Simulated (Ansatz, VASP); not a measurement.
CuO in VASP and in Ansatz

```
Cu O
1.0
     0.00000    2.32725    2.32725
     2.32725    0.00000    2.32725
     2.32725    2.32725    0.00000
Cu O
1 1
Direct
  0.00000 0.00000 0.00000
  0.25000 0.25000 0.25000
```

Alike in both runs: task relaxation of cell and atoms; functional LDA; k mesh 10 × 10 × 10; occupations fermi-dirac, width 0.05 eV; no spin polarisation.

|  | VASP | Ansatz |
| --- | --- | --- |
| version | VASP 6.6.1 | Ansatz 0.2.0 |
| potentials or method | VASP PAW LDA potentials, release 64 (Cu, O) | Ansatz PAW |
| plane-wave cutoff (eV) | 600 | 420 |
| valence electrons in the cell | 17 | 25 |

VASP gave:

```
gap on the k mesh at the Fermi level, each at its own relaxed structure (eV) : none
relaxed volume (Å³/atom)                                                     : 10.64
relaxed cell length with the largest relative difference (Å)                 : 3.110
```

Problem. What did Ansatz give for the same quantities?

Solution. gap on the k mesh at the Fermi level, each at its own relaxed structure (eV): none; relaxed volume (Å³/atom): 10.59; relaxed cell length with the largest relative difference (Å): 3.105.

LDA's correlation is that of Perdew and Zunger in VASP and of Perdew and Wang (1992) in Ansatz. A gap of «none» marks a metal or a gap that the smearing closes. VASP's potentials hold 17 valence electrons a cell and Ansatz's 25, so a difference there can come from the potentials and not from the codes.

Noted on VASP's run: the volume moved by over 15 % at a fixed basis, so the end points are rough. Noted on Ansatz's run: the volume moved by over 15 % at a fixed basis, so the end points are rough; the plane-wave basis is chosen anew once the cell has moved, so the energies of steps on either side of that aren't comparable.
